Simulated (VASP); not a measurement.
Runs of VASP 6.6.1 on Te. The structure is that of space group P6_222 (No. 180), or close to it. The cells are those of the table. 

| task | cell | k mesh | cutoff (eV) | gap on the mesh (eV) | pressure (GPa) | relaxed volume (Å³/atom) | largest force (eV/Å) |
| --- | --- | --- | --- | --- | --- | --- | --- |
| single point | a = 6.701, b = 6.701, c = 7.134 Å, angles 90.0, 90.0, 120.0°, 6 atoms | 9 × 9 × 6 | 520 | none | 0.0 | - | 0.02 |
| relaxation of cell and atoms | relaxed from a = 5.976, b = 5.976, c = 8.064 Å, angles 90.0, 90.0, 120.0°, 6 atoms | 3 × 3 × 2 | 600 | 0.89 | 0.0 | (a) | - |
| relaxation of cell and atoms | relaxed from a = 6.776, b = 6.776, c = 6.931 Å, angles 90.0, 90.0, 120.0°, 6 atoms | 3 × 3 × 4 | 600 | none | 0.0 | 46.57 | - |
| single point | a = 6.609, b = 6.609, c = 7.256 Å, angles 90.0, 90.0, 120.0°, 6 atoms | 3 × 3 × 4 | 520 | none | 0.0 | - | 0.04 |
| single point | a = 6.776, b = 6.776, c = 6.931 Å, angles 90.0, 90.0, 120.0°, 6 atoms | 3 × 3 × 2 | 520 | (b) | 0.2 | - | 0.01 |

Alike in all rows: level PBE; potentials or basis VASP PAW PBE potentials, release 64 (Te); no spin polarisation; smearing gaussian 0.1 eV.

Fill in the values left out.

(a) 46.80; (b) 0.77.

Caveats: some runs use coarse meshes; spin-orbit coupling is left out, which moves the levels of the heavy elements.

A k mesh can miss the band edges, and the runs leave out spin-orbit coupling on Te.

A gap of «none» marks levels without a gap at the run's occupations.
